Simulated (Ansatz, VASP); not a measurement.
## C: VASP beside Ansatz

```xyz
3
Lattice="6.1022 0.0000 0.0000 -3.0511 5.2846 0.0000 0.0000 0.0000 1.3094" Properties=species:S:1:pos:R:3 pbc="T T T"
C    -3.0511    5.2846    0.0000
C     0.0000    3.5231    0.6547
C     3.0511    1.7615    0.6547
```

Alike in both runs: task single point; functional r2SCAN; k mesh 7 × 7 × 27; occupations fermi-dirac, width 0.1 eV; no spin polarisation.

```csv
,VASP,Ansatz
version,VASP 6.6.1,Ansatz 0.2.0
potentials or method,"VASP PAW PBE potentials, release 64 (C), cutoff 520 eV","plane waves (500 eV) with PAW, scalar-relativistic"
valence electrons in the cell,12,12
```

```csv
,VASP,Ansatz,Ansatz less VASP
pressure (GPa),-12.0,-12.1,-0.06
"traceless stress, the component that is largest in VASP (GPa)",-25.13,-25.36,-0.234
```

VASP's potentials were made for PBE, not for r2SCAN. With one functional, cell and mesh, what is left measures potentials, basis and numerics.
